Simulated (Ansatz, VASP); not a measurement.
## One calculation of Si2C, two programs

The input INCAR:

```
  PREC = Accurate
  ENCUT = 600
  EDIFF = 1E-6
  ISMEAR = 0
  SIGMA = 0.1
  LREAL = F
  LASPH = T
  NELM = 120
  ALGO = Normal
  ISIF = 2
  LWAVE = F
  LCHARG = F
  GGA = PE
  NBANDS = 13
  GGA_COMPAT = F
```

File KPOINTS:

```
Automatic mesh
0
Gamma
  6 6 6
```

File POSCAR:

```
Si2C
1.0
    4.4324547400      0.0000000000      0.0000000000
   -2.2162273700      3.8386184100      0.0000000000
    0.0000000000      0.0000000000      2.8597836300
Si C
2 1
Direct
    0.3333333300      0.6666666700      0.5000000000
    0.6666666700      0.3333333300      0.5000000000
    0.0000000000      0.0000000000      0.0000000000
```

Input for Ansatz:

```yaml
crystal:
  lattice:
    - [4.43245474, 0.0, 0.0]
    - [-2.21622737, 3.83861841, 0.0]
    - [0.0, 0.0, 2.85978363]
  atoms:
    - { symbol: Si, position: [0.33333333, 0.66666667, 0.5] }
    - { symbol: Si, position: [0.66666667, 0.33333333, 0.5] }
    - { symbol: C, position: [0.0, 0.0, 0.0] }
basis:
  ecutwfc: 420
kpoints:
  mp_grid: { grid: [6, 6, 6] }
hamiltonian:
  xc: pbe
scf:
  occupations: { method: gaussian, width: 0.1 }
  lower_state_search: "off"
output:
  forces: true
  stress: true
  eigenvalues: true
```

Change from the starting cell: species swapped into the Li2Pd type (P6/mmm, No. 191).

Alike in both runs: task single point; functional PBE; k mesh 6 × 6 × 6; occupations gaussian, width 0.1 eV; no spin polarisation.

|  | VASP | Ansatz |
| --- | --- | --- |
| version | VASP 6.6.1 | Ansatz 0.2.0 |
| potentials or method | VASP PAW PBE potentials, release 64 (Si, C), cutoff 600 eV | scalar-relativistic, plane waves, PAW |
| valence electrons in the cell | 12 | 12 |

```csv
,VASP,Ansatz,Ansatz less VASP
gap on the k mesh at the Fermi level (eV),none,none,-
pressure (GPa),-16.5,-16.5,+0.03
"traceless stress, the component that is largest in VASP (GPa)",1.73,1.73,+0.001
```

A gap of «none» marks a metal or a gap that the smearing closes.

The k mesh is coarse, so the values compare programs but aren't converged.
